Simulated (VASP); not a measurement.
Crystal: CdSe (Cadmoselite).

```xyz
4
Lattice="4.3000 0.0000 0.0000 -2.1500 3.7239 0.0000 0.0000 0.0000 7.0200" Properties=species:S:1:pos:R:3 pbc="T T T"
Cd    0.0000    2.4826    0.0000
Cd    2.1500    1.2413    3.5100
Se    0.0000    2.4826    2.7027
Se    2.1500    1.2413    6.2127
```

Base run:

| Quantity | Value |
| --- | --- |
| Program | VASP 6.6.1 |
| Functional | PBE |
| Potentials or basis | VASP PAW PBE potentials, release 64 (Cd, Se) |
| Cutoff | 520 eV |
| k mesh | 9 × 9 × 5 |
| Occupations | fermi-dirac, width 0.01 eV |
| Spin | no spin polarisation |

Its results: band gap on the k mesh 0.70 eV, direct; pressure 3.3 GPa; largest force 0.291 eV/Å.

Q: The run is repeated on the same cell with these changes: functional from PBE to r2SCAN. What comes out?

A: Band gap on the k mesh 1.19 eV, direct; pressure 1.8 GPa; largest force 0.286 eV/Å.

r2SCAN gives the wider gap, since meta-GGAs in the generalised Kohn-Sham scheme recover part of the derivative discontinuity.

Caveats: the PAW data sets were made with another functional, which shifts forces and pressure a little (some runs).

